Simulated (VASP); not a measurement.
The system is I.

```xyz
4
Lattice="3.6829 -2.4265 0.0000 3.6829 2.4265 0.0000 0.0000 0.0000 9.9223" Properties=species:S:1:pos:R:3 pbc="T T T"
I     3.6829   -0.7246    3.8141
I     3.6829    1.7020    1.1470
I     3.6829    0.7246    6.1082
I     3.6829   -1.7020    8.7753
```

Base run:

| Item | Value |
| --- | --- |
| Program | VASP 6.6.1 |
| Functional | PBE |
| Potentials or basis | VASP PAW PBE potentials, release 64 (I) |
| Cutoff | 520 eV |
| k mesh | 7 × 7 × 3 |
| Occupations | fermi-dirac, width 0.05 eV |
| Spin | no spin polarisation |

Its results: band gap on the k mesh 1.25 eV, indirect (least direct gap 1.31 eV); pressure 0.7 GPa; largest force 0.513 eV/Å.

**Question.** The run is repeated on the same cell with these changes: functional from PBE to LDA; potentials or basis from VASP PAW PBE potentials, release 64 (I) to VASP PAW LDA potentials, release 64 (I). What comes out?

**Answer.** Band gap on the k mesh 1.15 eV, indirect (least direct gap 1.21 eV); pressure -1.7 GPa; largest force 0.411 eV/Å.

Caveats: spin-orbit coupling is left out, which moves the levels of the heavy elements.

A k mesh can miss the band edges.
